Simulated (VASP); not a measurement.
La2S: single point with PBE

The system is La2S.

```
La S
1.0
    -2.47315    2.47315    3.48679
     2.47315   -2.47315    3.48679
     2.47315    2.47315   -3.48679
La S
2 1
Direct
  0.75000 0.25000 0.50000
  0.25000 0.75000 0.50000
  0.50000 0.50000 0.00000
```

The cell was generated, and may not be a known phase.

| Property | Result |
| --- | --- |
| Program | VASP 6.6.1 |
| Task | single point |
| Functional | PBE |
| Potentials or basis | VASP PAW PBE potentials, release 64 (La, S) |
| Cutoff | 520 eV |
| k mesh | 14 × 14 × 14 |
| Occupations | gaussian, width 0.1 eV |
| Spin | no spin polarisation |
| Dipole correction | no |
| Further INCAR settings | ALGO = Normal; EDIFF = 1e-07; NBANDS = 21 |

The pressure is -0.1 GPa and the band gap on the k mesh is zero (bands 14 and 15 overlap by 1.48 eV).

Levels at points of the mesh, in eV from the Fermi level:
```csv
k point,band 11,band 12,band 13,band 14,band 15,band 16,band 17,band 18
"(0.00, 0.00, 0.00)",-5.22,-5.21,-1.48,-1.47,-1.14,1.52,1.52,1.54
"(0.50, 0.00, 0.00)",-4.53,-4.34,-0.31,0.17,0.18,1.11,1.11,1.12
"(0.50, 0.50, 0.00)",-3.95,-3.94,-1.42,-0.48,-0.27,1.07,1.32,1.48
"(0.50, 0.50, 0.50)",-3.95,-3.95,-1.41,-0.46,-0.28,1.06,1.33,1.48
```

Wall time 4.2 min on 1 thread of Intel(R) Xeon(R) 6975P-C (Granite Rapids), with other jobs on the host, peak memory 0.58 GiB.

Caveat: spin-orbit coupling is left out, which moves the levels of the heavy elements.
